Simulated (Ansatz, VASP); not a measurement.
# One calculation of PbO, two programs

File POSCAR:

```
PbO
1.0
    5.8931000000      0.0000000000      0.0000000000
    0.0000000000      5.4904000000      0.0000000000
    0.0000000000      0.0000000000      4.7528000000
Pb O
4 4
Direct
    0.2297000000      0.9884000000      0.2500000000
    0.7703000000      0.0116000000      0.7500000000
    0.2297000000      0.5116000000      0.7500000000
    0.7703000000      0.4884000000      0.2500000000
    0.8653000000      0.0917000000      0.2500000000
    0.1347000000      0.9083000000      0.7500000000
    0.8653000000      0.4083000000      0.7500000000
    0.1347000000      0.5917000000      0.2500000000
```

The input INCAR.step1:

```
PREC = Accurate
ENCUT = 520
ISMEAR = -1
SIGMA = 0.01
LREAL = F
LASPH = T
NELM = 80
NBANDS = 50
GGA = PE
ALGO = Normal
EDIFF = 1E-4
LWAVE = T
LCHARG = F
```

Contents of INCAR.step2:

```
PREC = Accurate
ENCUT = 520
EDIFF = 1E-8
ISMEAR = -1
SIGMA = 0.01
LREAL = F
LASPH = T
NELM = 80
ALGO = Normal
ISIF = 2
LWAVE = F
LCHARG = F
METAGGA = R2SCAN
LMIXTAU = T
LEFG = T
NBANDS = 50
ISTART = 1
```

Contents of KPOINTS:

```
Automatic mesh
0
Gamma
  6 6 7
```

Input for Ansatz:

```yaml
crystal:
  lattice:
    - [5.8931, 0.0, 0.0]
    - [0.0, 5.4904, 0.0]
    - [0.0, 0.0, 4.7528]
  atoms:
    - { symbol: Pb, position: [0.2297, 0.9884, 0.25] }
    - { symbol: Pb, position: [0.7703, 0.0116, 0.75] }
    - { symbol: Pb, position: [0.2297, 0.5116, 0.75] }
    - { symbol: Pb, position: [0.7703, 0.4884, 0.25] }
    - { symbol: O, position: [0.8653, 0.0917, 0.25] }
    - { symbol: O, position: [0.1347, 0.9083, 0.75] }
    - { symbol: O, position: [0.8653, 0.4083, 0.75] }
    - { symbol: O, position: [0.1347, 0.5917, 0.25] }
kpoints:
  mp_grid: { grid: [6, 6, 7] }
scf:
  occupations: { method: fermi_dirac, width: 0.01 }
hamiltonian:
  xc: r2scan
  pseudopotentials: { kind: paw }
output:
  forces: true
  stress: true
  populations: true
  efg: { quadrupole_moments_barn: { O: -0.02558 }, contact_densities: true }
  write_density: true
  write_potential: true
  elf: true
  volumetric_format: npy
```

Alike in both runs: task electric field gradients; functional r2SCAN; k mesh 6 × 6 × 7; occupations fermi-dirac, width 0.01 eV; no spin polarisation.

|  | VASP | Ansatz |
| --- | --- | --- |
| version | VASP 6.6.1 | Ansatz 0.2.0 |
| potentials or method | VASP PAW PBE potentials, release 64 (Pb_d, O) | plane-wave PAW, scalar-relativistic |
| plane-wave cutoff (eV) | 520 | 500 |
| valence electrons in the cell | 80 | 80 |

VASP gave:

```
gap on the k mesh at the Fermi level (eV)                     : 2.61
pressure (GPa)                                                : 1.7
traceless stress, the component that is largest in VASP (GPa) : -0.77
rms of the force components (eV/Å)                            : 0.073
size of Vzz on the site where it differs most (V/Å²)          : 408.5
```

Question: Which values does Ansatz return?

Answer: gap on the k mesh at the Fermi level (eV): 2.63; pressure (GPa): 1.3; traceless stress, the component that is largest in VASP (GPa): -0.67; rms of the force components (eV/Å): 0.024; size of Vzz on the site where it differs most (V/Å²): 415.9.

VASP's potentials were made for PBE, not for r2SCAN. Atom by atom the forces differ by 0.049 eV/Å (rms over components). With one functional, cell and mesh, what is left measures potentials, basis and numerics.

Spin-orbit coupling is off throughout.
